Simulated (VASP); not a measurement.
A run of VASP 6.6.1:

INCAR

```
ALGO     = Normal         # electronic algorithm
EDIFF    = 1E-6           # SCF threshold, eV
ENCUT    = 520            # plane-wave cutoff, eV
GGA      = PS             # functional
ISIF     = 2              # what is computed and relaxed
ISMEAR   = -1             # smearing method
LASPH    = T              # aspherical terms in the spheres
LCHARG   = T              # write CHGCAR
LELF     = T              # ELF
LREAL    = F              # projectors in reciprocal space
LVHAR    = T            
LWAVE    = F              # write WAVECAR
NBANDS   = 17             # bands
NELM     = 80             # most SCF steps
PREC     = Accurate       # precision mode
SIGMA    = 0.08           # smearing width, eV
```

The input KPOINTS:

```
k-points
0
Gamma
  11 11 6
```

File POSCAR:

```
Ca
1.0
    2.9186007646      0.0000000000      0.0000000000
   -1.4593003823      2.5275824057      0.0000000000
    0.0000000000      0.0000000000      4.7557089170
Ca
2
Direct
    0.3333333333      0.6666666667      0.2500000000
    0.6666666667      0.3333333333      0.7500000000
```

Potentials or basis: VASP PAW PBE potentials, release 64 (Ca_sv).

Run with:

```console
$ cat potpaw_PBE.64/Ca_sv/POTCAR > POTCAR
$ mpirun -np 1 vasp_std > vasp.out
```

Hardware: 1 thread of AMD EPYC 9R45 96-Core Processor (Zen 5) (shared host).

**Question.** Estimate the wall time of this run.

**Answer.** Wall time 16 s on 1 thread of AMD EPYC 9R45 96-Core Processor (Zen 5), with other jobs on the host, peak memory 0.14 GiB. Counts: scf iterations 11, k points 64.
